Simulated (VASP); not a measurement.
# Ru (Fd-3m) in VASP: notebook

Ru is run at these levels: r2SCAN; tasks: single point.

Program: VASP 6.6.1. These are calculated values, not measurements. Logs are shortened: lines on timing, memory, paths and dates and some standing lists are left out, and cuts for length are marked.

## Step 1: The cell of the first run

The structure is cubic, space group Fd-3m (No. 227). Conventional cell: a = 5.413 Å, b = 5.413 Å, c = 5.413 Å, α = 90.00°, β = 90.00°, γ = 90.00°. Within 3.1 Å of Ru (site symmetry -43m) lie 4 Ru at 2.34 Å.

## Step 2: Single point, r2SCAN, collinear spin, ferromagnetic start

The input, POSCAR:

```
Ru
1.0
    0.0000000000      2.7065671530      2.7065671530
    2.7065671530      0.0000000000      2.7065671530
    2.7065671530      2.7065671530      0.0000000000
Ru
2
Direct
    0.1250000000      0.1250000000      0.1250000000
    0.8750000000      0.8750000000      0.8750000000
```

The input, INCAR.step1:

```
  PREC = Accurate
  ENCUT = 520
  ISMEAR = -1
  SIGMA = 0.05
  LREAL = F
  LASPH = T
  NELM = 150
  ISPIN = 2
  MAGMOM = 1 1
  LMAXMIX = 4
  NBANDS = 25
  GGA = PE
  ALGO = Normal
  EDIFF = 1E-4
  LWAVE = T
  LCHARG = F
```

The input, INCAR.step2:

```
  PREC = Accurate
  ENCUT = 520
  EDIFF = 1E-6
  ISMEAR = -1
  SIGMA = 0.05
  LREAL = F
  LASPH = T
  NELM = 150
  ALGO = Normal
  ISIF = 2
  LWAVE = F
  LCHARG = T
  ISPIN = 2
  MAGMOM = 1 1
  LORBIT = 11
  LMAXMIX = 4
  METAGGA = R2SCAN
  LMIXTAU = T
  LELF = T
  LVHAR = T
  NBANDS = 25
  ISTART = 1
```

The input, KPOINTS:

```
Automatic mesh
0
Gamma
  10 10 10
```

Potentials or basis: VASP PAW PBE potentials, release 64 (Ru_pv).

The run is started by

```bash
$ cat potpaw_PBE.64/Ru_pv/POTCAR > POTCAR
$ cp INCAR.step1 INCAR
$ mpirun -np 1 vasp_std > vasp.out
$ cp INCAR.step2 INCAR
$ mpirun -np 1 vasp_std > vasp.out
```

OUTCAR:

```text
PREC = Accurate
   ENCUT = 520
   EDIFF = 1E-6
   ISMEAR = -1
   LREAL = F
   LASPH = T
   NELM = 150
   ISIF = 2
   ISPIN = 2
   LORBIT = 11
   METAGGA = R2SCAN
   ISTART = 1

 ion  position               nearest neighbor table
   1  0.125  0.125  0.125-   2 2.34   2 2.34   2 2.34   2 2.34
   2  0.875  0.875  0.875-   1 2.34   1 2.34   1 2.34   1 2.34

  LATTYP: Found a face centered cubic cell.
 ALAT       =     5.4131343060

  Lattice vectors:

 A1 = (   0.0000000000,   2.7065671530,   2.7065671530)
 A2 = (   2.7065671530,   0.0000000000,   2.7065671530)
 A3 = (   2.7065671530,   2.7065671530,   0.0000000000)

Analysis of symmetry for initial positions (statically):
=====================================================================
 Subroutine PRICEL returns:
 Original cell was already a primitive cell.

 Routine SETGRP: Setting up the symmetry group for a
 face centered cubic supercell.

 Subroutine GETGRP returns: Found 48 space group operations
 (whereof 12 operations were pure point group operations)
 out of a pool of 48 trial point group operations.

The static configuration has the point symmetry D_3d.
 The point group associated with its full space group is O_h .

Analysis of symmetry for dynamics (positions and initial velocities):
=====================================================================
 Subroutine PRICEL returns:
 Original cell was already a primitive cell.

 Routine SETGRP: Setting up the symmetry group for a
 face centered cubic supercell.

 Subroutine GETGRP returns: Found 48 space group operations
 (whereof 12 operations were pure point group operations)
 out of a pool of 48 trial point group operations.

The dynamic configuration has the point symmetry D_3d.
 The point group associated with its full space group is O_h .

Analysis of structural, dynamic, and magnetic symmetry:
=====================================================================
 Subroutine PRICEL returns:
 Original cell was already a primitive cell.

 Routine SETGRP: Setting up the symmetry group for a
 face centered cubic supercell.

 Subroutine GETGRP returns: Found 48 space group operations
 (whereof 12 operations were pure point group operations)
 out of a pool of 48 trial point group operations.

The overall configuration has the point symmetry D_3d.
 The point group associated with its full space group is O_h .

 Subroutine INISYM returns: Found 48 space group operations
 (whereof 12 operations are pure point group operations),
 and found     1 'primitive' translations

----------------------------------------------------------------------------------------

                                     Primitive cell

  volume of cell :      39.6539

  direct lattice vectors                    reciprocal lattice vectors
     0.000000000  2.706567153  2.706567153    -0.184735856  0.184735856  0.184735856
     2.706567153  0.000000000  2.706567153     0.184735856 -0.184735856  0.184735856
     2.706567153  2.706567153  0.000000000     0.184735856  0.184735856 -0.184735856

  length of vectors
     3.827663975  3.827663975  3.827663975     0.319971889  0.319971889  0.319971889

  position of ions in fractional coordinates (direct lattice)
     0.125000000  0.125000000  0.125000000
     0.875000000  0.875000000  0.875000000

  ion indices of the primitive-cell ions
   primitive index   ion index
                 1           1
                 2           2

----------------------------------------------------------------------------------------

 KPOINTS: Automatic mesh

Automatic generation of k-mesh.
 Grid dimensions read from file:
 generate k-points for:   10   10   10

 Generating k-lattice:

  Cartesian coordinates                     Fractional coordinates (reciprocal lattice)
    -0.018473586  0.018473586  0.018473586     0.100000000  0.000000000  0.000000000
     0.018473586 -0.018473586  0.018473586     0.000000000  0.100000000  0.000000000
     0.018473586  0.018473586 -0.018473586     0.000000000  0.000000000  0.100000000

  Length of vectors
     0.031997189  0.031997189  0.031997189

  Shift w.r.t. Gamma in fractional coordinates (k-lattice)
     0.000000000  0.000000000  0.000000000

 Subroutine IBZKPT returns following result:
 ===========================================

 Found     47 irreducible k-points:

 Following reciprocal coordinates:
            Coordinates               Weight
  0.000000  0.000000  0.000000      1.000000
  0.100000  0.000000  0.000000      8.000000
  0.200000  0.000000  0.000000      8.000000
  0.300000  0.000000  0.000000      8.000000
  0.400000  0.000000  0.000000      8.000000
  0.500000  0.000000  0.000000      4.000000
[... 16 lines left out ...]
  0.300000  0.300000  0.000000      6.000000
  0.400000  0.300000  0.000000     24.000000
 [... further k-points ...]
   k-points           NKPTS =     47   k-points in BZ     NKDIM =     47   number of bands    NBANDS=     25
   number of dos      NEDOS =    301   number of ions     NIONS =      2
   total plane-waves  NPLWV =  21952
   dimension x,y,z NGX =    28 NGY =   28 NGZ =   28
   dimension x,y,z NGXF=    56 NGYF=   56 NGZF=   56
   ions per type =               2
   NGX,Y,Z   is equivalent  to a cutoff of  12.16, 12.16, 12.16 a.u.
   NGXF,Y,Z  is equivalent  to a cutoff of  24.32, 24.32, 24.32 a.u.
 SYSTEM =  unknown system
   PREC   = accura    normal or accurate (medium, high low for compatibility)
   ISTART =      1    job   : 0-new  1-cont  2-samecut
   ICHARG =      0    charge: 1-file 2-atom 10-const
   ISPIN  =      2    spin polarized calculation?
   LNONCOLLINEAR =      F non collinear calculations
   LSORBIT =      F    spin-orbit coupling
   LASPH  =      T    aspherical Exc in radial PAW
   ENCUT  =  520.0 eV  38.22 Ry    6.18 a.u.   7.12  7.12  7.12*2*pi/ulx,y,z
   NELM   =    150;   NELMIN=  2; NELMDL=  0     # of ELM steps
   EDIFF  = 0.1E-05   stopping-criterion for ELM
   LREAL  =      F    real-space projection
   EDIFFG = 0.1E-04   stopping-criterion for IOM
   NSW    =      0    number of steps for IOM
   IBRION =     -1    ionic relax: 0-MD 1-quasi-New 2-CG
   NFREE  =      0    steps in history (QN), initial steepest desc. (CG)
   ISIF   =      2    stress and relaxation
   ISYM   =      2    0-nonsym 1-usesym 2-fastsym
   POTIM  = 0.5000    time-step for ionic-motion
   TEBEG  =    0.0;   TEEND  =   0.0 temperature during run
   PSTRESS=    0.0 pullay stress
   NELECT =      28.0000    total number of electrons
   NUPDOWN=      -1.0000    fix difference up-down
   EMIN   =  10.00;   EMAX   =-10.00  energy-range for DOS
   EFERMI =   0.00;   METHOD = LEGACY
   ISMEAR =    -1;   SIGMA  =   0.05  broadening in eV -4-tet -1-fermi 0-gaus
   EFERMI_NEDOS =   21; number of points for ismear=-14 and -15
   IALGO  =     38    algorithm
   IMIX   =      4    mixing-type and parameters
     AMIX     =   0.40;   BMIX     =  1.00
     AMIX_MAG =   1.60;   BMIX_MAG =  1.00
  volume/ion in A,a.u.               =      19.83       133.80
  Fermi-wavevector in a.u.,A,eV,Ry     =   1.457803  2.754847 28.914941  2.125188
  Thomas-Fermi vector in A             =   2.574561
   LORBIT       =     11    0 simple, 1 ext, 2 COOP (PROOUT), +10 PAW based schemes
   METAGGA = R2SCAN    functional components
   LHFCALC =     F    Hartree Fock is set to
   AEXX    =    0.0000 exact exchange contribution
   IVDW    =     0    specifies the selected vdW correction
   LEPSILON=     F    determine dielectric tensor
   LRPA    =     F    only Hartree local field effects (RPA)
 spin polarized calculation
  energy-cutoff  :      520.00
  volume of cell :       39.65
 maximum number of plane-waves:      1090
   NGX = 15   NGY = 15   NGZ = 15

 number of electron      27.9999986 magnetization      -0.0000001

 number of electron      27.9999986 magnetization       0.0000005

 Free energy of the ion-electron system (eV)
  ---------------------------------------------------
  ext. energy  EPLUGINS =         0.00000000
  ---------------------------------------------------
  free energy    TOTEN  =       -48.54859175 eV

  energy without entropy =      -48.53614771  energy(sigma->0) =      -48.54236973

 E-fermi :   7.2541     XC(G=0): -12.2509

 val. band max:        7.2323436134   @ k =   0.4000   0.3000   0.0000
 cond. band min:       7.2622275663   @ k =   0.4000   0.0000   0.0000
 fundamental gap:      0.0298839528
 Fermi energy:         7.2541186760

 spin component 1

 k-point     1 :       0.0000    0.0000    0.0000
  band No.  band energies     occupation
      1     -37.3644      1.00000
      2     -37.3644      1.00000
      3     -37.3644      1.00000
      4     -36.3594      1.00000
      5     -36.3593      1.00000
      6     -36.3593      1.00000
[... 17 lines left out ...]
     24      21.4952      0.00000
     25      22.6985      0.00000
[... 621 lines left out ...]
      3     -37.1016      1.00000
      4     -36.6372      1.00000
      5     -36.1709      1.00000
      6     -36.1634      1.00000
[... 17 lines left out ...]
     24      20.5742      0.00000
     25      25.4911      0.00000

 [... further k-points ...]

 spin component 2

 k-point     1 :       0.0000    0.0000    0.0000
  band No.  band energies     occupation
      1     -37.3644      1.00000
      2     -37.3644      1.00000
      3     -37.3644      1.00000
      4     -36.3594      1.00000
      5     -36.3593      1.00000
      6     -36.3593      1.00000
[... 17 lines left out ...]
     24      21.4952      0.00000
     25      22.6985      0.00000
[... 621 lines left out ...]
      3     -37.1016      1.00000
      4     -36.6372      1.00000
      5     -36.1709      1.00000
      6     -36.1634      1.00000
[... 17 lines left out ...]
     24      20.5742      0.00000
     25      25.4911      0.00000

 [... further k-points ...]
[... 5 lines left out ...]
  --------------------------------------------------------------------------------------
  -------------------------------------------------------------------------------------
  Total        0.2021518      0.2021518      0.2021518      0.0000000      0.0000000      0.0000000
  in kB        8.1677388      8.1677388      8.1677388      0.0000000      0.0000000      0.0000000
  external PRESSURE =       8.1677388 kB  Pullay stress =       0.0000000 kB

 VOLUME and BASIS-vectors are now :
 -----------------------------------------------------------------------------
  energy-cutoff  :      520.00
  volume of cell :       39.65
      direct lattice vectors                 reciprocal lattice vectors
     0.000000000  2.706567153  2.706567153    -0.184735856  0.184735856  0.184735856
     2.706567153  0.000000000  2.706567153     0.184735856 -0.184735856  0.184735856
     2.706567153  2.706567153  0.000000000     0.184735856  0.184735856 -0.184735856

 POSITION                                       TOTAL-FORCE (eV/Angst)
 -----------------------------------------------------------------------------------
      0.67664      0.67664      0.67664        -0.000000     -0.000000     -0.000000
      4.73649      4.73649      4.73649         0.000000      0.000000      0.000000
 -----------------------------------------------------------------------------------
    total drift:                                0.000000     -0.000000     -0.000000

  FREE ENERGIE OF THE ION-ELECTRON SYSTEM (eV)
  ---------------------------------------------------
  free  energy   TOTEN  =       -48.5485917546 eV

  energy  without entropy=      -48.5361477146  energy(sigma->0) =      -48.54236973

 total charge

# of ion       s       p       d       tot
------------------------------------------
    1        0.461   6.215   6.122  12.798
    2        0.461   6.215   6.122  12.798
--------------------------------------------------
tot          0.923  12.429  12.243  25.595

 magnetization (x)

# of ion       s       p       d       tot
------------------------------------------
    1       -0.000   0.000   0.000   0.000
    2       -0.000   0.000   0.000   0.000
--------------------------------------------------
tot         -0.000   0.000   0.000   0.000
```

It took 3.7 min on 1 thread of Intel Xeon Platinum 8259CL at 2.50GHz (Skylake/Cascade Lake), shared host; peak memory 0.22 GiB.

Results:

| Quantity | Value |
| --- | --- |
| Free energy | -48.5486 eV |
| Pressure | 0.8 GPa |
| Band gap on the k mesh | zero (filled and empty bands overlap) |
| Net moment | 0.00 μB per cell |
| Valence electrons inside the program's atomic spheres | Ru 12.80 |

Caveat: the PAW data sets were made with another functional, which shifts forces and pressure a little.

## Step 3: Single point, r2SCAN, collinear spin, ferromagnetic start (volume scaled by 0.88)

The input, POSCAR:

```
Ru
1.0
    0.0000000000      2.5936599203      2.5936599203
    2.5936599203      0.0000000000      2.5936599203
    2.5936599203      2.5936599203      0.0000000000
Ru
2
Direct
    0.1250000000      0.1250000000      0.1250000000
    0.8750000000      0.8750000000      0.8750000000
```

The input, INCAR.step1:

```
SYSTEM = Ru
PREC     = Accurate       ! precision mode
ENCUT    = 520            ! plane-wave cutoff, eV
ISMEAR   = -1             ! smearing method
SIGMA    = 0.05           ! smearing width, eV
LREAL    = .False.        ! projectors in reciprocal space
LASPH    = .True.         ! aspherical terms in the spheres
NELM     = 150            ! most SCF steps
ISPIN    = 2              ! spin polarisation
MAGMOM   = 1 1            ! initial moments
LMAXMIX  = 4              ! l up to which the mixer works
NBANDS   = 25             ! bands
GGA      = PE             ! functional
ALGO     = Normal         ! electronic algorithm
EDIFF    = 1E-4           ! SCF threshold, eV
LWAVE    = .True.         ! write WAVECAR
LCHARG   = .False.        ! write CHGCAR
```

The input, INCAR.step2:

```
SYSTEM = Ru
PREC     = Accurate       ! precision mode
ENCUT    = 520            ! plane-wave cutoff, eV
EDIFF    = 1E-6           ! SCF threshold, eV
ISMEAR   = -1             ! smearing method
SIGMA    = 0.05           ! smearing width, eV
LREAL    = .False.        ! projectors in reciprocal space
LASPH    = .True.         ! aspherical terms in the spheres
NELM     = 150            ! most SCF steps
ALGO     = Normal         ! electronic algorithm
ISIF     = 2              ! what is computed and relaxed
LWAVE    = .False.        ! write WAVECAR
LCHARG   = .False.        ! write CHGCAR
ISPIN    = 2              ! spin polarisation
MAGMOM   = 1 1            ! initial moments
LORBIT   = 11             ! projections on sites
LMAXMIX  = 4              ! l up to which the mixer works
METAGGA  = R2SCAN         ! meta-GGA
LMIXTAU  = .True.       
NBANDS   = 25             ! bands
ISTART   = 1
```

The input, KPOINTS:

```
regular mesh
0
Gamma
  11 11 11
  0 0 0
```

Potentials or basis: VASP PAW PBE potentials, release 64 (Ru_pv).

The run is started by

```bash
$ cat potpaw_PBE.64/Ru_pv/POTCAR > POTCAR
$ cp INCAR.step1 INCAR
$ mpirun -np 1 vasp_std > vasp.out
$ cp INCAR.step2 INCAR
$ mpirun -np 1 vasp_std > vasp.out
```

Wall time 4.1 min (1 thread of Intel Xeon Platinum 8259CL at 2.50GHz (Skylake/Cascade Lake), shared host); peak memory 0.22 GiB.

The run converged. Its results:

| Item | Value |
| --- | --- |
| Free energy | -48.1025 eV |
| Pressure | 32.4 GPa |
| Band gap on the k mesh | zero (filled and empty bands overlap) |
| Net moment | 0.00 μB per cell |
| Valence electrons inside the program's atomic spheres | Ru 13.06 |

Levels at points of the mesh, in eV from the Fermi level:
Spin up:
| k point | band 10 | band 11 | band 12 | band 13 | band 14 | band 15 | band 16 | band 17 | band 18 | band 19 |
| --- | --- | --- | --- | --- | --- | --- | --- | --- | --- | --- |
| (0.00, 0.00, 0.00) | -3.95 | -3.95 | -3.95 | -0.52 | -0.52 | -0.52 | 2.43 | 2.43 | 9.07 | 9.07 |
Spin down:
```
           k point  band 10  band 11  band 12  band 13  band 14  band 15  band 16  band 17  band 18  band 19
(0.00, 0.00, 0.00)    -3.95    -3.95    -3.95    -0.52    -0.52    -0.52     2.43     2.43     9.07     9.07
```

Caveat: the PAW data sets were made with another functional, which shifts forces and pressure a little.
